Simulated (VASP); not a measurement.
Wanted: the native input for a VASP 6.6.1 run.

```
Task                   : single point
Functional             : r2SCAN
Potentials or basis    : VASP PAW PBE potentials, release 64 (Cd)
Cutoff                 : 520 eV
k mesh                 : 6 × 6 × 2
Occupations            : fermi-dirac, width 0.05 eV
Spin                   : no spin polarisation
Dipole correction      : no
Further INCAR settings : ALGO = Normal; EDIFF = 1e-06; NBANDS = 32
```

Crystal: Cd.

```xyz
4
Lattice="3.0931 0.0000 0.0000 -1.5465 2.6787 0.0000 0.0000 0.0000 10.4307" Properties=species:S:1:pos:R:3 pbc="T T T"
Cd    1.5465    0.8929    7.8231
Cd    0.0000    0.0000    5.2154
Cd    0.0000    1.7858    2.6077
Cd    0.0000    0.0000    0.0000
```

The input as run:

POSCAR

```
Cd
1.0
    3.0930676374      0.0000000000      0.0000000000
   -1.5465338187      2.6786751496      0.0000000000
    0.0000000000      0.0000000000     10.4307369600
Cd
4
Direct
    0.6666666667      0.3333333333      0.7500000000
    0.0000000000      0.0000000000      0.5000000000
    0.3333333333      0.6666666667      0.2500000000
    0.0000000000      0.0000000000      0.0000000000
```

INCAR.step1

```
  PREC = Accurate
  ENCUT = 520
  ISMEAR = -1
  SIGMA = 0.05
  LREAL = F
  LASPH = T
  NELM = 100
  NBANDS = 32
  GGA = PE
  ALGO = Normal
  EDIFF = 1E-4
  LWAVE = T
  LCHARG = F
```

INCAR.step2

```
  PREC = Accurate
  ENCUT = 520
  EDIFF = 1E-6
  ISMEAR = -1
  SIGMA = 0.05
  LREAL = F
  LASPH = T
  NELM = 100
  ALGO = Normal
  ISIF = 2
  LWAVE = F
  LCHARG = F
  METAGGA = R2SCAN
  LMIXTAU = T
  NBANDS = 32
  ISTART = 1
```

KPOINTS

```
regular mesh
0
Gamma
  6 6 2
```

Potentials or basis: VASP PAW PBE potentials, release 64 (Cd).

The run is started by

```sh
$ cat potpaw_PBE.64/Cd/POTCAR > POTCAR
$ cp INCAR.step1 INCAR
$ mpirun -np 1 vasp_std > vasp.out
$ cp INCAR.step2 INCAR
$ mpirun -np 1 vasp_std > vasp.out
```

Results of the run:

```yaml
Pressure: 1.0 GPa
Band_gap_on_the_k_mesh: zero (bands 24 and 25 overlap by 2.34 eV)
```

Caveat: the k points lie up to 0.39 Å⁻¹ apart, too coarse for converged energies and pressures of a metal; the PAW data sets were made with another functional, which shifts forces and pressure a little.

It took 72 s on 1 thread of Intel(R) Xeon(R) Platinum 8488C (Sapphire Rapids) (shared host), peak memory 0.21 GiB.
